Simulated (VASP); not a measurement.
Here is a VASP 6.6.1 calculation.

INCAR

```
PREC     = Accurate       # precision mode
ENCUT    = 520            # plane-wave cutoff, eV
EDIFF    = 1E-6           # SCF threshold, eV
ISMEAR   = 0              # smearing method
SIGMA    = 0.05           # smearing width, eV
LREAL    = F              # projectors in reciprocal space
LASPH    = T              # aspherical terms in the spheres
NELM     = 100            # most SCF steps
ALGO     = Normal         # electronic algorithm
ISIF     = 2              # what is computed and relaxed
LWAVE    = F              # write WAVECAR
LCHARG   = T              # write CHGCAR
GGA      = PS             # functional
LELF     = T              # ELF
LVHAR    = T            
NBANDS   = 11             # bands
```

The input KPOINTS:

```
Automatic mesh
0
Gamma
  10 10 10
```

POSCAR

```
AlN
1.0
   -0.0404454407      2.0020493127      2.0020493127
    1.9818265923     -0.0202227203      1.9818265923
    2.0222720330      2.0222720330     -0.0606681610
Al N
1 1
Direct
    0.5000000000      0.5000000000      0.5000000000
    0.0000000000      0.0000000000      0.0000000000
```

Potentials or basis: VASP PAW PBE potentials, release 64 (Al, N).

Launch:

```console
$ cat potpaw_PBE.64/Al/POTCAR potpaw_PBE.64/N/POTCAR > POTCAR
$ mpirun -np 1 vasp_std > vasp.out
```

What does it give for the band gap on the k mesh?

3.81 eV, indirect (least direct gap 5.27 eV).

Estimate the pressure.

0.3 GPa.

Stress tensor (GPa, compression positive):
```
 0.41 -0.35 12.50
-0.35 -0.11  6.23
12.50  6.23  0.58
```

Caveat: the cell differs from its parent crystal (engineering shear strain xz -0.0400, engineering shear strain yz -0.0200); the PAW data sets were made with another functional, which shifts forces and pressure a little. A k mesh can miss the band edges.
